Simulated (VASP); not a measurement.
# NaH (Fm-3m) in VASP: further runs, part 2 of 2

VASP 6.6.1. Earlier steps stand in the parts before.

### 4 Single point, r2SCAN

This run uses another cell than the first one, of 13.78 Å³/atom, 0.971 times its volume.

POSCAR reads:

```
NaH
1.0
    0.0000000000      2.3975122828      2.3975122828
    2.3975122828      0.0000000000      2.3975122828
    2.3975122828      2.3975122828      0.0000000000
Na H
1 1
Direct
    0.0000000000      0.0000000000      0.0000000000
    0.5000000000      0.5000000000      0.5000000000
```

INCAR.step1 reads:

```
SYSTEM = NaH
PREC = Accurate
ENCUT = 520
ISMEAR = 0
SIGMA = 0.01
LREAL = .FALSE.
LASPH = .TRUE.
NELM = 80
NBANDS = 11
GGA = PE
ALGO = Normal
EDIFF = 1E-4
LWAVE = .TRUE.
LCHARG = .FALSE.
```

INCAR.step2 reads:

```
SYSTEM = NaH
PREC = Accurate
ENCUT = 520
EDIFF = 1E-6
ISMEAR = 0
SIGMA = 0.01
LREAL = .FALSE.
LASPH = .TRUE.
NELM = 80
ALGO = Normal
ISIF = 2
LWAVE = .FALSE.
LCHARG = .FALSE.
METAGGA = R2SCAN
LMIXTAU = .TRUE.
NBANDS = 11
ISTART = 1
```

KPOINTS reads:

```
regular mesh
0
G
  10 10 10
  0 0 0
```

Potentials or basis: VASP PAW PBE potentials, release 64 (Na_pv, H).

The run is started by

```
$ cat potpaw_PBE.64/Na_pv/POTCAR potpaw_PBE.64/H/POTCAR > POTCAR
$ cp INCAR.step1 INCAR
$ mpirun -np 1 vasp_std > vasp.out
$ cp INCAR.step2 INCAR
$ mpirun -np 1 vasp_std > vasp.out
```

OUTCAR:

```text
SYSTEM = NaH
   PREC = Accurate
   ENCUT = 520
   EDIFF = 1E-6
   ISMEAR = 0
   LREAL = .FALSE.
   LASPH = .TRUE.
   NELM = 80
   ISIF = 2
   METAGGA = R2SCAN
   ISTART = 1

 ion  position               nearest neighbor table
   1  0.000  0.000  0.000-
   2  0.500  0.500  0.500-

  LATTYP: Found a face centered cubic cell.
 ALAT       =     4.7950245656

  Lattice vectors:

 A1 = (   0.0000000000,   2.3975122828,   2.3975122828)
 A2 = (   2.3975122828,   0.0000000000,   2.3975122828)
 A3 = (   2.3975122828,   2.3975122828,   0.0000000000)

Analysis of symmetry for initial positions (statically):
=====================================================================
 Subroutine PRICEL returns:
 Original cell was already a primitive cell.

 Routine SETGRP: Setting up the symmetry group for a
 face centered cubic supercell.

 Subroutine GETGRP returns: Found 48 space group operations
 (whereof 48 operations were pure point group operations)
 out of a pool of 48 trial point group operations.

The static configuration has the point symmetry O_h .

[... 164 lines left out ...]
 cond. band min:       3.0293519505   @ k =   0.5000   0.0000   0.0000
 fundamental gap:      4.4285976310
 Fermi energy:        -1.3284508834

 k-point     1 :       0.0000    0.0000    0.0000
  band No.  band energies     occupation
      1     -24.2388      2.00000
      2     -24.2385      2.00000
      3     -24.2385      2.00000
      4      -4.9973      2.00000
      5      10.2746      0.00000
      6      15.1473      0.00000
      7      15.1473      0.00000
      8      15.1473      0.00000
      9      16.1303      0.00000
     10      16.1303      0.00000
     11      16.1303      0.00000
[... 309 lines left out ...]
 k-point    24 :       0.4000    0.3000    0.0000
  band No.  band energies     occupation
      1     -24.3082      2.00000
      2     -24.2660      2.00000
      3     -24.2634      2.00000
      4      -2.4929      2.00000
      5       5.1276      0.00000
      6       8.6534      0.00000
      7      10.7083      0.00000
      8      11.6686      0.00000
      9      13.8738      0.00000
     10      20.9904      0.00000
     11      22.4514      0.00000

 [... further k-points ...]
[... 5 lines left out ...]
  --------------------------------------------------------------------------------------
  -------------------------------------------------------------------------------------
  Total       -0.0530383     -0.0530383     -0.0530383     -0.0000000     -0.0000000     -0.0000000
  in kB       -3.0830993     -3.0830993     -3.0830993     -0.0000000     -0.0000000     -0.0000000
  external PRESSURE =      -3.0830993 kB  Pullay stress =       0.0000000 kB

 VOLUME and BASIS-vectors are now :
 -----------------------------------------------------------------------------
  energy-cutoff  :      520.00
  volume of cell :       27.56
      direct lattice vectors                 reciprocal lattice vectors
     0.000000000  2.397512283  2.397512283    -0.208549505  0.208549505  0.208549505
     2.397512283  0.000000000  2.397512283     0.208549505 -0.208549505  0.208549505
     2.397512283  2.397512283  0.000000000     0.208549505  0.208549505 -0.208549505

 POSITION                                       TOTAL-FORCE (eV/Angst)
 -----------------------------------------------------------------------------------
      0.00000      0.00000      0.00000        -0.000000     -0.000000     -0.000000
      2.39751      2.39751      2.39751         0.000000      0.000000      0.000000
 -----------------------------------------------------------------------------------
    total drift:                               -0.000000      0.000000      0.000000

  FREE ENERGIE OF THE ION-ELECTRON SYSTEM (eV)
  ---------------------------------------------------
  free  energy   TOTEN  =        -7.6024479059 eV

  energy  without entropy=       -7.6024479059  energy(sigma->0) =       -7.60244791
```

OUTCAR.step1:

```text
SYSTEM = NaH
   PREC = Accurate
   ENCUT = 520
   ISMEAR = 0
   LREAL = .FALSE.
   LASPH = .TRUE.
[... 558 lines left out ...]
      0.00000      0.00000      0.00000         0.000000     -0.000000      0.000000
      2.39751      2.39751      2.39751        -0.000000      0.000000     -0.000000
 -----------------------------------------------------------------------------------
    total drift:                               -0.000000      0.000000      0.000000

  FREE ENERGIE OF THE ION-ELECTRON SYSTEM (eV)
  ---------------------------------------------------
  free  energy   TOTEN  =        -5.0863527944 eV

  energy  without entropy=       -5.0863527944  energy(sigma->0) =       -5.08635279
```

OSZICAR.step1:

```text
N       E                     dE             d eps       ncg     rms          rms(c)
DAV:   1     0.363157231369E+02    0.36316E+02   -0.45954E+03  1043   0.742E+02
DAV:   2    -0.431219639019E+01   -0.40628E+02   -0.40100E+02  1104   0.192E+02
DAV:   3    -0.550804447052E+01   -0.11958E+01   -0.11944E+01  1254   0.317E+01
DAV:   4    -0.551577274911E+01   -0.77283E-02   -0.77277E-02  1191   0.260E+00
DAV:   5    -0.551584719660E+01   -0.74447E-04   -0.74447E-04  1206   0.254E-01    0.321E+00
DAV:   6    -0.517561713816E+01    0.34023E+00   -0.32455E-01  1191   0.281E+00    0.149E+00
DAV:   7    -0.508185075755E+01    0.93766E-01   -0.32368E-01  1154   0.217E+00    0.349E-01
DAV:   8    -0.508641863824E+01   -0.45679E-02   -0.98952E-03  1118   0.968E-01    0.678E-02
DAV:   9    -0.508636825917E+01    0.50379E-04   -0.11289E-03  1233   0.360E-01    0.232E-02
DAV:  10    -0.508635279435E+01    0.15465E-04   -0.59030E-05   691   0.498E-02
   1 F= -.50863528E+01 E0= -.50863528E+01  d E =-.340356-125
```

Wall time 2.1 min (1 thread of AMD EPYC 7R13, shared host); peak memory 0.13 GiB.

What came out:

```
Free energy            : -7.6024 eV
Pressure               : -0.3 GPa
Band gap on the k mesh : 4.43 eV, indirect (least direct gap 5.26 eV)
```

Levels at points of the mesh, in eV from the valence-band top:
| k point | band 1 | band 2 | band 3 | band 4 | band 5 | band 6 | band 7 | band 8 |
| --- | --- | --- | --- | --- | --- | --- | --- | --- |
| (0.00, 0.00, 0.00) | -22.84 | -22.84 | -22.84 | -3.60 | 11.67 | 16.55 | 16.55 | 16.55 |
| (0.50, 0.00, 0.00) | -22.94 | -22.85 | -22.85 | -0.83 | 4.43 | 11.87 | 14.08 | 14.08 |
| (0.50, 0.50, 0.00) | -22.92 | -22.87 | -22.87 | -0.16 | 5.26 | 10.81 | 11.55 | 11.55 |

Caveat: the PAW data sets were made with another functional, which shifts forces and pressure a little.

### 5 Summary

```tsv
cell	k mesh	gap on the mesh (eV)	pressure (GPa)
a = 3.424 Å, angles 60.0°, 2 atoms	8 × 8 × 8	4.36	-0.8
a = 3.457 Å, angles 60.0°, 2 atoms	8 × 8 × 8	4.31	-1.4
a = 3.391 Å, angles 60.0°, 2 atoms	10 × 10 × 10	4.43	-0.3
```

Alike in all rows: task single point; level r2SCAN; potentials or basis VASP PAW PBE potentials, release 64 (Na_pv, H); no spin polarisation; cutoff (eV) 520; smearing gaussian 0.01 eV.

Caveats: the PAW data sets were made with another functional, which shifts forces and pressure a little.

Total energies depend on the potentials used, so only differences within one code and one set of settings carry meaning.
